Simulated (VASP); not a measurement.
A run of VASP 6.6.1:

POSCAR

```
In
1.0
    0.0000000000      2.4032323168      2.4032323168
    2.4032323168      0.0000000000      2.4032323168
    2.4032323168      2.4032323168      0.0000000000
In
1
Direct
    0.0000000000      0.0000000000      0.0000000000
```

The input INCAR.step1:

```
PREC = Accurate
ENCUT = 520
ISMEAR = -1
SIGMA = 0.1
LREAL = False
LASPH = True
NELM = 60
NBANDS = 12
GGA = PE
ALGO = Normal
EDIFF = 1E-4
LWAVE = True
LCHARG = False
```

Contents of INCAR.step2:

```
PREC = Accurate
ENCUT = 520
EDIFF = 1E-6
ISMEAR = -1
SIGMA = 0.1
LREAL = False
LASPH = True
NELM = 60
ALGO = Normal
ISIF = 2
LWAVE = False
LCHARG = False
METAGGA = R2SCAN
LMIXTAU = True
NBANDS = 12
ISTART = 1
```

Contents of KPOINTS:

```
Automatic mesh
0
Gamma
  12 12 12
```

Potentials or basis: VASP PAW PBE potentials, release 64 (In_d).

Command:

```bash
$ cat potpaw_PBE.64/In_d/POTCAR > POTCAR
$ cp INCAR.step1 INCAR
$ mpirun -np 1 vasp_std > vasp.out
$ cp INCAR.step2 INCAR
$ mpirun -np 1 vasp_std > vasp.out
```

Hardware: 1 thread of AMD EPYC 7R43 64-Core Processor (Zen 3), on a shared host.

Q: How long does it take, and how much memory?

A: It took 2.8 min on 1 thread of AMD EPYC 7R43 64-Core Processor (Zen 3) (shared host), peak memory 0.13 GiB. Counts: k points 72.
